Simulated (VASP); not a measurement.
In, 1 atom in the cell. Symmetry: Im-3m, No. 229, cubic system. The conventional cell has a = 3.815 Å, b = 3.815 Å, c = 3.815 Å, α = 90.00°, β = 90.00°, γ = 90.00°. In (site symmetry m-3m) has 14 In at 3.30 to 3.82 Å within 4.3 Å. 

| Item | Value |
| --- | --- |
| Program | VASP 6.6.1 |
| Task | single point |
| Functional | PBE |
| Potentials or basis | VASP PAW PBE potentials, release 64 (In_d) |
| Cutoff | 500 eV |
| k mesh | 15 × 15 × 15 |
| Occupations | fermi-dirac, width 0.08 eV |
| Spin | no spin polarisation |
| Dipole correction | no |
| Further INCAR settings | ALGO = Normal; EDIFF = 1e-06; NBANDS = 12 |

Potentials or basis: VASP PAW PBE potentials, release 64 (In_d).

Launch:

```bash
$ cat potpaw_PBE.64/In_d/POTCAR > POTCAR
$ mpirun -np 1 vasp_std > vasp.out
```

Hardware: 1 thread of Intel Xeon 8259CL, with other jobs on the host.

Task: How long does it take, and how much memory?

Result: Wall time 40 s on 1 thread of Intel Xeon 8259CL (shared host), peak memory 0.16 GiB. Counts: scf iterations 10, k points 120.
